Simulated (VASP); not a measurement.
Input of a VASP 6.6.1 run:

The input INCAR:

```
PREC = Accurate
ENCUT = 520
EDIFF = 1E-6
ISMEAR = -1
SIGMA = 0.1
LREAL = Auto
LASPH = T
NELM = 60
ALGO = Normal
ISIF = 2
LWAVE = F
LCHARG = F
GGA = PE
NBANDS = 78
```

Contents of KPOINTS:

```
regular mesh
0
Gamma
  2 2 2
```

File POSCAR:

```
Ta8C8F
1.0
    0.0000000000      4.4540000000      4.4540000000
    4.4540000000      0.0000000000      4.4540000000
    4.4540000000      4.4540000000      0.0000000000
Ta C F
8 8 1
Direct
   -0.0016421005     -0.0023897307     -0.0005186798
   -0.0016396024     -0.0023931888      0.5046535962
   -0.0017156062      0.5028958541     -0.0005328136
    0.0285096802      0.4892602549      0.4911702734
    0.5035788013     -0.0023870096     -0.0005420108
    0.4900479923      0.0278064755      0.4911241578
    0.4899569297      0.4892694465      0.0297414934
    0.4899590448      0.4892672297      0.4911472149
    0.2485613828      0.2478479399      0.2497422838
    0.2485630942      0.2478501920      0.7539540224
    0.2485612345      0.7520798578      0.2497340668
    0.2171932919      0.7597075378      0.7616031903
    0.7527824390      0.2478566776      0.2497358174
    0.7604415326      0.2164991545      0.7615809718
    0.7604136854      0.7597118557      0.2184097022
    0.7604157194      0.7597089923      0.7615767035
    0.6245712811      0.6239380609      0.6258016104
```

Potentials or basis: VASP PAW PBE potentials, release 64 (Ta_pv, C, F).

Launch:

```bash
$ cat potpaw_PBE.64/Ta_pv/POTCAR potpaw_PBE.64/C/POTCAR potpaw_PBE.64/F/POTCAR > POTCAR
$ mpirun -np 1 vasp_std > vasp.out
```

Problem. What does it give for the pressure?

Solution. 27.9 GPa.

Problem. What does it give for the largest force?

Solution. 0.053 eV/Å.

Forces on the atoms (eV/Å):
```
Ta   0.026  0.026  0.024
Ta  -0.025 -0.026  0.024
Ta  -0.031  0.031 -0.030
Ta  -0.030  0.030  0.027
Ta   0.028 -0.027 -0.028
Ta   0.031 -0.030  0.027
Ta   0.026  0.028 -0.028
Ta  -0.028 -0.027 -0.029
C    0.024  0.024  0.026
C   -0.024 -0.025  0.026
C   -0.024  0.024 -0.026
C    0.010 -0.011 -0.007
C    0.027 -0.027 -0.024
C   -0.011  0.011 -0.007
C   -0.007 -0.012  0.019
C    0.013  0.006  0.020
F   -0.004  0.005 -0.012
```

Caveat: the k points lie up to 0.61 Å⁻¹ apart; an odd number of electrons without spin polarisation forces a metal; a magnetic or distorted state may lie lower.
